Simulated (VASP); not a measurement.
# Ti (R-3m) in VASP: notebook

Runs on Ti. Level: PBE. Tasks: relaxation of cell and atoms, single point.

Program: VASP 6.6.1. These are calculated values, not measurements. Logs are shortened: lines on timing, memory, paths and dates and some standing lists are left out, and cuts for length are marked.

**1. The cell of the first run**

It takes space group R-3m (No. 166, trigonal). The conventional cell has a = 3.626 Å, b = 3.626 Å, c = 9.470 Å, α = 90.00°, β = 90.00°, γ = 120.00°. Ti (site symmetry 3m) has 6 Ti at 2.45 to 2.82 Å within 3.2 Å.

**2. Relaxation of cell and atoms, PBE**

File INCAR:

```
PREC = Accurate
ENCUT = 600
EDIFF = 1E-6
ISMEAR = 0
SIGMA = 0.1
LREAL = F
LASPH = T
NELM = 60
ALGO = Normal
ISIF = 3
LWAVE = F
LCHARG = F
GGA = PE
IBRION = 2
NSW = 90
EDIFFG = -0.04
```

File KPOINTS:

```
regular mesh
0
Gamma
  6 6 6
```

File POSCAR:

```
Ti
1.0
    1.8132214101      1.0468638692      3.1566539158
   -1.8132214101      1.0468638692      3.1566539158
    0.0000000000     -2.0937277384      3.1566539158
Ti
2
Direct
    0.2336400000      0.2336400000      0.2336400000
    0.7663600000      0.7663600000      0.7663600000
```

Potentials or basis: VASP PAW PBE potentials, release 64 (Ti_sv).

Command:

```bash
cat potpaw_PBE.64/Ti_sv/POTCAR > POTCAR
mpirun -np 1 vasp_std > vasp.out
```

OUTCAR:

```text
PREC = Accurate
   ENCUT = 600
   EDIFF = 1E-6
   ISMEAR = 0
   LREAL = F
   LASPH = T
   NELM = 60
   ISIF = 3
   GGA = PE
   IBRION = 2
   NSW = 90
   EDIFFG = -0.04

 ion  position               nearest neighbor table
   1  0.234  0.234  0.234-   2 2.45   2 2.45   2 2.45   2 2.82   2 2.82   2 2.82
   2  0.766  0.766  0.766-   1 2.45   1 2.45   1 2.45   1 2.82   1 2.82   1 2.82

  LATTYP: Found a trigonal (rhomboedric) cell.
 ALAT       =     3.7878964858
 COS(alpha) =     0.5417151843

  Lattice vectors:

 A1 = (   1.8132214101,   1.0468638692,   3.1566539158)
 A2 = (  -1.8132214101,   1.0468638692,   3.1566539158)
 A3 = (   0.0000000000,  -2.0937277384,   3.1566539158)

Analysis of symmetry for initial positions (statically):
=====================================================================
 Subroutine PRICEL returns:
 Original cell was already a primitive cell.

 Routine SETGRP: Setting up the symmetry group for a
 trigonal (rhombohedral) supercell.

 Subroutine GETGRP returns: Found 12 space group operations
 (whereof 12 operations were pure point group operations)
 out of a pool of 12 trial point group operations.

The static configuration has the point symmetry D_3d.

Analysis of symmetry for dynamics (positions and initial velocities):
=====================================================================
 Subroutine PRICEL returns:
 Original cell was already a primitive cell.

 Routine SETGRP: Setting up the symmetry group for a
 trigonal (rhombohedral) supercell.

 Subroutine GETGRP returns: Found 12 space group operations
 (whereof 12 operations were pure point group operations)
 out of a pool of 12 trial point group operations.

The dynamic configuration has the point symmetry D_3d.

 Subroutine INISYM returns: Found 12 space group operations
 (whereof 12 operations are pure point group operations),
 and found     1 'primitive' translations

----------------------------------------------------------------------------------------

                                     Primitive cell

  volume of cell :      35.9517

  direct lattice vectors                    reciprocal lattice vectors
     1.813221410  1.046863869  3.156653916     0.275752314  0.159205673  0.105597047
    -1.813221410  1.046863869  3.156653916    -0.275752314  0.159205673  0.105597047
     0.000000000 -2.093727738  3.156653916     0.000000000 -0.318411346  0.105597047

  length of vectors
     3.787896486  3.787896486  3.787896486     0.335464635  0.335464635  0.335464635

  position of ions in fractional coordinates (direct lattice)
     0.233640000  0.233640000  0.233640000
     0.766360000  0.766360000  0.766360000

  ion indices of the primitive-cell ions
   primitive index   ion index
                 1           1
                 2           2

----------------------------------------------------------------------------------------

 KPOINTS: regular mesh

Automatic generation of k-mesh.
 Grid dimensions read from file:
 generate k-points for:    6    6    6

 Generating k-lattice:

  Cartesian coordinates                     Fractional coordinates (reciprocal lattice)
     0.045958719  0.026534279  0.017599508     0.166666667  0.000000000  0.000000000
    -0.045958719  0.026534279  0.017599508     0.000000000  0.166666667  0.000000000
     0.000000000 -0.053068558  0.017599508     0.000000000  0.000000000  0.166666667

  Length of vectors
     0.055910773  0.055910773  0.055910773

  Shift w.r.t. Gamma in fractional coordinates (k-lattice)
     0.000000000  0.000000000  0.000000000

 Subroutine IBZKPT returns following result:
 ===========================================

 Found     32 irreducible k-points:

 Following reciprocal coordinates:
            Coordinates               Weight
  0.000000  0.000000  0.000000      1.000000
  0.166667 -0.000000 -0.000000      6.000000
  0.333333 -0.000000 -0.000000      6.000000
  0.500000 -0.000000  0.000000      3.000000
  0.166667  0.166667 -0.000000      6.000000
  0.333333  0.166667  0.000000     12.000000
[... 16 lines left out ...]
  0.500000  0.500000  0.166667      6.000000
 -0.333333  0.500000  0.166667     12.000000
 [... further k-points ...]
   k-points           NKPTS =     32   k-points in BZ     NKDIM =     32   number of bands    NBANDS=     16
   number of dos      NEDOS =    301   number of ions     NIONS =      2
   total plane-waves  NPLWV =  27000
   dimension x,y,z NGX =    30 NGY =   30 NGZ =   30
   dimension x,y,z NGXF=    60 NGYF=   60 NGZF=   60
   ions per type =               2
   NGX,Y,Z   is equivalent  to a cutoff of  13.17, 13.17, 13.17 a.u.
   NGXF,Y,Z  is equivalent  to a cutoff of  26.33, 26.33, 26.33 a.u.
 SYSTEM =  unknown system
   PREC   = accura    normal or accurate (medium, high low for compatibility)
   ISTART =      0    job   : 0-new  1-cont  2-samecut
   ICHARG =      2    charge: 1-file 2-atom 10-const
   ISPIN  =      1    spin polarized calculation?
   LNONCOLLINEAR =      F non collinear calculations
   LSORBIT =      F    spin-orbit coupling
   LASPH  =      T    aspherical Exc in radial PAW
   ENCUT  =  600.0 eV  44.10 Ry    6.64 a.u.   7.57  7.57  7.57*2*pi/ulx,y,z
   NELM   =     60;   NELMIN=  2; NELMDL= -5     # of ELM steps
   EDIFF  = 0.1E-05   stopping-criterion for ELM
   LREAL  =      F    real-space projection
   EDIFFG = -.4E-01   stopping-criterion for IOM
   NSW    =     90    number of steps for IOM
   IBRION =      2    ionic relax: 0-MD 1-quasi-New 2-CG
   NFREE  =      1    steps in history (QN), initial steepest desc. (CG)
   ISIF   =      3    stress and relaxation
   ISYM   =      2    0-nonsym 1-usesym 2-fastsym
   POTIM  = 0.5000    time-step for ionic-motion
   TEBEG  =    0.0;   TEEND  =   0.0 temperature during run
   PSTRESS=    0.0 pullay stress
   NELECT =      24.0000    total number of electrons
   NUPDOWN=      -1.0000    fix difference up-down
   EMIN   =  10.00;   EMAX   =-10.00  energy-range for DOS
   EFERMI =   0.00;   METHOD = LEGACY
   ISMEAR =     0;   SIGMA  =   0.10  broadening in eV -4-tet -1-fermi 0-gaus
   EFERMI_NEDOS =   21; number of points for ismear=-14 and -15
   IALGO  =     38    algorithm
   IMIX   =      4    mixing-type and parameters
     AMIX     =   0.40;   BMIX     =  1.00
     AMIX_MAG =   1.60;   BMIX_MAG =  1.00
  volume/ion in A,a.u.               =      17.98       121.31
  Fermi-wavevector in a.u.,A,eV,Ry     =   1.430778  2.703778 27.852823  2.047125
  Thomas-Fermi vector in A             =   2.550586
   LORBIT       =      0    0 simple, 1 ext, 2 COOP (PROOUT), +10 PAW based schemes
   GGA     = PE    functional components
   LHFCALC =     F    Hartree Fock is set to
   AEXX    =    0.0000 exact exchange contribution
   IVDW    =     0    specifies the selected vdW correction
   LEPSILON=     F    determine dielectric tensor
   LRPA    =     F    only Hartree local field effects (RPA)
 conjugate gradient relaxation of ions
 non-spin polarized calculation
 Gauss-broadening in eV      SIGMA  =   0.10
  energy-cutoff  :      600.00
  volume of cell :       35.95
 maximum number of plane-waves:      1219
   NGX = 15   NGY = 15   NGZ = 15

--------------------------------------- Ionic step        1  -------------------------------------------

 number of electron      23.9999995 magnetization

 Free energy of the ion-electron system (eV)
  ---------------------------------------------------
  ext. energy  EPLUGINS =         0.00000000
  ---------------------------------------------------
  free energy    TOTEN  =       -13.64558091 eV

  energy without entropy =      -13.62772187  energy(sigma->0) =      -13.63665139

------------------------ aborting loop because EDIFF is reached ----------------------------------------

  FORCE on cell =-STRESS in cart. coord.  units (eV):
  Direction    XX          YY          ZZ          XY          YZ          ZX
  --------------------------------------------------------------------------------------
  -------------------------------------------------------------------------------------
  Total        0.6202421      0.6202421      0.0612943     -0.0000000      0.0000000      0.0000000
  in kB       27.6409233     27.6409233      2.7315626     -0.0000000      0.0000000      0.0000000
  external PRESSURE =      19.3378030 kB  Pullay stress =       0.0000000 kB
[... 89 lines left out ...]
  FREE ENERGIE OF THE ION-ELECTRON SYSTEM (eV)
  ---------------------------------------------------
  free  energy   TOTEN  =       -14.0333494610 eV

  energy  without entropy=      -14.0131905873  energy(sigma->0) =      -14.02327002

[... ionic steps 4 to 29 ...]

--------------------------------------- Ionic step       30  -------------------------------------------

 number of electron      24.0000012 magnetization

------------------------ aborting loop because EDIFF is reached ----------------------------------------

  FORCE on cell =-STRESS in cart. coord.  units (eV):
  Direction    XX          YY          ZZ          XY          YZ          ZX
  --------------------------------------------------------------------------------------
  -------------------------------------------------------------------------------------
  Total       -0.0506226     -0.0506226     -0.1300980      0.0000000      0.0000000      0.0000000
  in kB       -2.3276307     -2.3276307     -5.9819172      0.0000000      0.0000000      0.0000000
  external PRESSURE =      -3.5457262 kB  Pullay stress =       0.0000000 kB
[... 57 lines left out ...]
  energy  without entropy=      -15.5015663552  energy(sigma->0) =      -15.51369860

--------------------------------------- Ionic step       32  -------------------------------------------

 number of electron      24.0000019 magnetization

 Free energy of the ion-electron system (eV)
  ---------------------------------------------------
  ext. energy  EPLUGINS =         0.00000000
  ---------------------------------------------------
  free energy    TOTEN  =       -15.52624194 eV

  energy without entropy =      -15.50208631  energy(sigma->0) =      -15.51416412

 E-fermi :   8.2354     XC(G=0): -11.5133

 val. band max:        8.2005830428   @ k =   0.5000   0.1667   0.1667
 cond. band min:       8.2420557977   @ k =   0.3333   0.3333  -0.0000
 fundamental gap:      0.0414727548
 Fermi energy:         8.2354263998

 k-point     1 :       0.0000    0.0000    0.0000
  band No.  band energies     occupation
      1     -48.4550      2.00000
      2     -48.3292      2.00000
      3     -25.0066      2.00000
      4     -24.4012      2.00000
      5     -24.4012      2.00000
      6     -24.3287      2.00000
[... 8 lines left out ...]
     15       9.1130      0.00000
     16       9.1403      0.00000
[... 420 lines left out ...]
  band No.  band energies     occupation
      1     -48.3213      2.00000
      2     -48.3007      2.00000
      3     -24.9177      2.00000
      4     -24.8795      2.00000
      5     -24.5937      2.00000
      6     -24.5212      2.00000
[... 8 lines left out ...]
     15       9.5889      0.00000
     16      10.9766      0.00000

 [... further k-points ...]

------------------------ aborting loop because EDIFF is reached ----------------------------------------

  FORCE on cell =-STRESS in cart. coord.  units (eV):
  Direction    XX          YY          ZZ          XY          YZ          ZX
  --------------------------------------------------------------------------------------
  -------------------------------------------------------------------------------------
  Total        0.0687131      0.0687131      0.0157193      0.0000000      0.0000000     -0.0000000
  in kB        3.1778136      3.1778136      0.7269805      0.0000000      0.0000000     -0.0000000
  external PRESSURE =       2.3608692 kB  Pullay stress =       0.0000000 kB
[... 17 lines left out ...]
  FREE ENERGIE OF THE ION-ELECTRON SYSTEM (eV)
  ---------------------------------------------------
  free  energy   TOTEN  =       -15.5262419363 eV

  energy  without entropy=      -15.5020863120  energy(sigma->0) =      -15.51416412

 reached required accuracy - stopping structural energy minimisation
```

Wall time 8.1 min (1 thread of Intel Xeon Platinum 8488C (Sapphire Rapids), shared host); peak memory 0.18 GiB.

Results:

```
Free energy                            : -15.5262 eV
Relaxed volume                         : 17.32 Å³/atom
Relaxed cell                           : a = 5.020 Å, b = 5.020 Å, c = 5.020 Å, α = 33.67°, β = 33.67°, γ = 33.67°
Space group after relaxing (to 0.05 Å) : Fm-3m (No. 225)
Energy gained by relaxing              : 940.3 meV/atom
Ionic steps                            : 32
Pressure after relaxing                : 0.2 GPa
Band gap on the k mesh                 : zero (band 12 reaches 9.01 eV, above the bottom of band 13 at 8.08 eV)
```

The path:
| step | energy change (eV) | largest force (eV/Å) | pressure (GPa) | volume (Å³) |
| --- | --- | --- | --- | --- |
| 1 | 0.0000 | 2.3902 | 1.93 | 35.95 |
| 2 | -0.3648 | 0.7630 | -0.44 | 37.09 |
| 3 | -0.3878 | 0.1175 | -1.41 | 37.55 |
| 4 | -0.3900 | 0.0958 | -1.19 | 37.44 |
| 5 | -0.4306 | 0.1662 | 0.10 | 36.71 |
| 6 | -0.5576 | 1.1591 | 4.25 | 34.42 |
| 7 | -0.4940 | 3.6118 | 23.89 | 29.47 |
| 8 | -0.6071 | 2.1666 | 9.45 | 32.61 |
| 9 | -0.6065 | 2.7522 | 15.09 | 31.15 |
| 10 | -0.6083 | 2.7641 | 15.19 | 31.13 |
| 11 | -0.6132 | 2.8011 | 15.44 | 31.07 |
| 12 | -0.6217 | 2.8772 | 16.00 | 30.94 |
| 13 | -0.6329 | 3.0384 | 17.45 | 30.67 |
| 14 | -0.6261 | 3.4095 | 20.42 | 30.11 |
| 15 | -0.6341 | 3.2178 | 18.72 | 30.40 |
| 16 | -0.6509 | 3.1872 | 18.58 | 30.44 |
| 17 | -0.7002 | 3.0964 | 18.07 | 30.54 |
| 18 | -0.7940 | 2.9208 | 16.88 | 30.76 |
| 19 | -0.9671 | 2.6887 | 15.26 | 31.18 |
| 20 | -1.2970 | 2.1113 | 12.17 | 31.97 |
| 21 | -1.7424 | 0.7519 | 5.51 | 33.39 |
| 22 | -1.7615 | 0.0393 | -3.27 | 35.56 |
| 23 | -1.8672 | 0.1507 | 0.04 | 34.72 |
| 24 | -1.8722 | 0.1886 | 1.08 | 34.46 |
| 25 | -1.8724 | 0.1801 | 0.83 | 34.53 |
| 26 | -1.8738 | 0.1678 | 0.65 | 34.59 |
| 27 | -1.8755 | 0.1403 | 0.00 | 34.76 |
| 28 | -1.8763 | 0.1304 | 0.05 | 34.77 |
| 29 | -1.8781 | 0.1020 | -0.03 | 34.79 |
| 30 | -1.8801 | 0.0409 | -0.35 | 34.85 |
| 31 | -1.8802 | 0.0178 | -0.38 | 34.86 |
| 32 | -1.8807 | 0.0009 | 0.24 | 34.64 |

Final structure:
```cif
data_structure
_symmetry_space_group_name_H-M 'P 1'
_symmetry_Int_Tables_number 1
_cell_length_a 5.0199
_cell_length_b 5.0199
_cell_length_c 5.0199
_cell_angle_alpha 33.672
_cell_angle_beta 33.672
_cell_angle_gamma 33.672
_cell_volume 34.64
loop_
_atom_site_label
_atom_site_type_symbol
_atom_site_fract_x
_atom_site_fract_y
_atom_site_fract_z
_atom_site_occupancy
Ti1 Ti 0.24999 0.24999 0.24999 1
Ti2 Ti 0.75001 0.75001 0.75001 1
```

**3. Single point, PBE**

This run uses another cell than the first one: it holds 3 atoms, not 2.

File INCAR:

```
ALGO     = Normal         # electronic algorithm
EDIFF    = 1E-6           # SCF threshold, eV
ENCUT    = 520            # plane-wave cutoff, eV
GGA      = PE             # functional
ISIF     = 2              # what is computed and relaxed
ISMEAR   = 0              # smearing method
LASPH    = True           # aspherical terms in the spheres
LCHARG   = False          # write CHGCAR
LREAL    = False          # projectors in reciprocal space
LWAVE    = False          # write WAVECAR
NBANDS   = 25             # bands
NELM     = 100            # most SCF steps
PREC     = Accurate       # precision mode
SIGMA    = 0.1            # smearing width, eV
```

File KPOINTS:

```
k-points
0
Gamma
  6 6 6
```

File POSCAR:

```
Ti
1.0
    1.4626171564      0.8444424089      7.0654896059
   -1.4626171564      0.8444424089      7.0654896059
    0.0000000000     -1.6888848179      7.0654896059
Ti
3
Direct
    0.0000000000      0.0000000000      0.0000000000
    0.2229193455      0.2229193455      0.2229193455
    0.7770806545      0.7770806545      0.7770806545
```

Potentials or basis: VASP PAW PBE potentials, release 64 (Ti_sv).

Command:

```bash
cat potpaw_PBE.64/Ti_sv/POTCAR > POTCAR
mpirun -np 1 vasp_std > vasp.out
```

Run time: 2 min. Hardware: 1 thread of AMD EPYC 9R45 (Zen 5), shared host; peak memory 0.32 GiB.

It converged, with:

- Free energy: -23.4375 eV
- Pressure: -0.2 GPa
- Largest force: 0.004 eV/Å
- Band gap on the k mesh: zero (band 18 reaches 8.95 eV, above the bottom of band 19 at 8.01 eV)

Forces on the atoms (eV/Å):
```
Ti   0.000  0.000  0.000
Ti   0.000  0.000 -0.004
Ti   0.000  0.000  0.004
```

Levels at points of the mesh, in eV from the Fermi level:
```tsv
k point	band 16	band 17	band 18	band 19	band 20	band 21
(0.00, 0.00, 0.00)	-0.09	0.02	0.68	0.68	0.84	0.86
(0.50, 0.00, 0.00)	-1.39	-1.29	-0.25	0.37	0.60	1.17
(0.50, 0.50, 0.00)	-1.61	-0.71	-0.44	0.62	0.90	1.14
(0.50, 0.50, 0.50)	0.31	0.45	0.66	0.66	0.67	0.90
```

Caveat: the k points lie up to 0.42 Å⁻¹ apart.

**4. Relaxation of cell and atoms, PBE**

This run uses another cell than the first one: it holds 3 atoms, not 2.

File INCAR:

```
ALGO = Normal ; EDIFF = 1E-6
EDIFFG = -0.04 ; ENCUT = 600
GGA = PE ; IBRION = 2
ISIF = 3 ; ISMEAR = 0
LASPH = True ; LCHARG = False
LREAL = False ; LWAVE = False
NELM = 100 ; NSW = 90
PREC = Accurate ; SIGMA = 0.1
```

KPOINTS is that of step 3.

File POSCAR:

```
Ti
1.0
    1.5245660577      0.8802086238      7.3681320941
   -1.5245660577      0.8802086238      7.3681320941
    0.0000000000     -1.7604172477      7.3681320941
Ti
3
Direct
    0.0000000000      0.0000000000      0.0000000000
    0.2222200000      0.2222200000      0.2222200000
    0.7777800000      0.7777800000      0.7777800000
```

Command:

```bash
cat potpaw_PBE.64/Ti_sv/POTCAR > POTCAR
mpirun -np 1 vasp_std > vasp.out
```

Run time: 21 min. Hardware: 1 thread of AMD EPYC 9R45 (Zen 5), shared host; peak memory 0.58 GiB.

The run converged. Its results:

```yaml
Free_energy: -23.4399 eV
Relaxed_volume: 17.44 Å³/atom
Relaxed_cell: a = 7.263 Å, b = 7.263 Å, c = 7.263 Å, α = 23.23°, β = 23.23°, γ = 23.23°
Space_group_after_relaxing_to_0.05_Å: R-3m (No. 166)
Energy_gained_by_relaxing: 91.5 meV/atom
Ionic_steps: 8
Pressure_after_relaxing: -0.2 GPa
Largest_force_after_relaxing: 0.022 eV/Å
Band_gap_on_the_k_mesh: zero (band 18 reaches 8.96 eV, above the bottom of band 19 at 8.02 eV)
```

Forces in eV/Å, atoms in the order of the input:
```
Ti   0.000  0.000  0.000
Ti   0.000  0.000  0.022
Ti   0.000  0.000 -0.022
```

Step by step:
| step | energy change (eV) | largest force (eV/Å) | pressure (GPa) | volume (Å³) |
| --- | --- | --- | --- | --- |
| 1 | 0.0000 | 0.0689 | -11.18 | 59.33 |
| 2 | -0.1553 | 0.0733 | 10.12 | 48.25 |
| 3 | -0.2738 | 0.0750 | -0.07 | 52.27 |
| 4 | -0.2738 | 0.0752 | 0.20 | 52.13 |
| 5 | -0.2743 | 0.0541 | -0.06 | 52.28 |
| 6 | -0.2743 | 0.0292 | -0.49 | 52.47 |
| 7 | -0.2743 | 0.0411 | -0.33 | 52.38 |
| 8 | -0.2746 | 0.0221 | -0.20 | 52.33 |

Final structure:
```
Ti
1.0
     1.46230    0.84426    7.06411
    -1.46230    0.84426    7.06411
     0.00000   -1.68851    7.06411
Ti
3
Direct
  0.00000 0.00000 0.00000
  0.22272 0.22272 0.22272
  0.77728 0.77728 0.77728
```

Levels at points of the mesh, in eV from the Fermi level:
```
           k point  band 16  band 17  band 18  band 19  band 20  band 21
(0.00, 0.00, 0.00)    -0.08     0.00     0.68     0.68     0.84     0.85
(0.50, 0.00, 0.00)    -1.39    -1.29    -0.25     0.37     0.60     1.18
(0.50, 0.50, 0.00)    -1.61    -0.72    -0.43     0.61     0.91     1.15
(0.50, 0.50, 0.50)     0.33     0.44     0.66     0.66     0.66     0.91
```

Caveat: the k points lie up to 0.42 Å⁻¹ apart in the final cell.

[end of part 1 of 2]
